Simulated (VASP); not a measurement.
Input of a VASP 6.6.1 run:

Contents of INCAR:

```
SYSTEM = B3N
ALGO = Normal
EDIFF = 1E-7
ENCUT = 520
GGA = PE
ISIF = 2
ISMEAR = 0
LASPH = .TRUE.
LCHARG = .FALSE.
LREAL = .FALSE.
LWAVE = .FALSE.
NBANDS = 15
NELM = 60
PREC = Accurate
SIGMA = 0.2
```

The input KPOINTS:

```
k-points
0
G
  7 7 5
  0 0 0
```

Contents of POSCAR:

```
B3N
1.0
    2.4598663650      0.0000000000      0.0000000000
    0.0000000000      2.4598663650      0.0000000000
    0.0000000000      0.0000000000      4.4512425856
B N
3 1
Direct
    0.5000000000      0.0000000000      0.7038034620
    0.0000000000      0.0000000000      0.0000000000
    0.0000000000      0.5000000000      0.2961965380
    0.5000000000      0.5000000000      0.5000000000
```

Potentials or basis: VASP PAW PBE potentials, release 64 (B, N).

Run with:

```console
$ cat potpaw_PBE.64/B/POTCAR potpaw_PBE.64/N/POTCAR > POTCAR
$ mpirun -np 1 vasp_std > vasp.out
```

(1) Estimate the pressure.

(2) Predict the band gap on the k mesh.

(3) Predict the largest force.

Results:

(1) 0.2 GPa.

(2) zero (band 7 reaches 11.89 eV, above the bottom of band 8 at 4.55 eV).

(3) 0.020 eV/Å.

Caveat: the k points lie up to 0.36 Å⁻¹ apart.
